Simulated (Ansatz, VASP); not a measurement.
## Two plane-wave programs on PtS2

```
CELL_PARAMETERS angstrom
3.54153 0.00000 0.00000
-1.77076 3.06705 0.00000
0.00000 0.00000 22.46707
ATOMIC_POSITIONS crystal
S 0.66667 0.33333 0.20029
S 0.33333 0.66667 0.31083
S 0.33333 0.66667 0.45505
S 0.00000 0.00000 0.56559
Pt 0.00000 0.00000 0.25556
Pt 0.66667 0.33333 0.51032
```

Alike in both runs: task single point; functional PBE; dispersion D3(BJ); k mesh 9 × 9 × 1; occupations gaussian, width 0.05 eV; no spin polarisation.

|  | VASP | Ansatz |
| --- | --- | --- |
| version | VASP 6.6.1 | Ansatz 0.2.0 |
| potentials or method | VASP PAW PBE potentials, release 64 (S, Pt), cutoff 520 eV | scalar-relativistic, plane waves, PAW |
| valence electrons in the cell | 44 | 60 |

Ansatz gave:

* gap on the k mesh at the Fermi level (eV): 1.16
* least direct gap on the mesh (eV): 1.29
* rms of the force components (eV/Å): 0.056

Problem. Which values does VASP return?

Solution. gap on the k mesh at the Fermi level (eV): 1.17; least direct gap on the mesh (eV): 1.30; rms of the force components (eV/Å): 0.070.

VASP's potentials hold 44 valence electrons a cell and Ansatz's 60, so a difference there can come from the potentials and not from the codes.

Spin-orbit coupling is off throughout.
